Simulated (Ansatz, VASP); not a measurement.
## Two plane-wave programs on Pt

```
Pt
1.0
     2.74453    0.00000    0.00000
    -1.37227    2.37684    0.00000
     0.00000    0.00000    4.72314
Pt
2
Direct
  0.33333 0.66667 0.25000
  0.66667 0.33333 0.75000
```

Alike in both runs: task single point; functional RPBE; k mesh 15 × 15 × 8; occupations fermi-dirac, width 0.1 eV; no spin polarisation.

|  | VASP | Ansatz |
| --- | --- | --- |
| version | VASP 6.6.1 | Ansatz 0.2.0 |
| potentials or method | VASP PAW PBE potentials, release 64 (Pt), cutoff 520 eV | plane waves (420 eV) with PAW, scalar-relativistic |
| valence electrons in the cell | 20 | 36 |

|  | VASP | Ansatz | Ansatz less VASP |
| --- | --- | --- | --- |
| pressure (GPa) | 9.7 | 10.3 | +0.57 |
| traceless stress, the component that is largest in VASP (GPa) | -0.59 | -0.54 | +0.055 |

VASP's potentials were made for PBE, not for RPBE. VASP's potentials hold 20 valence electrons a cell and Ansatz's 36, so a difference there can come from the potentials and not from the codes.

Neither program's run includes spin-orbit coupling.
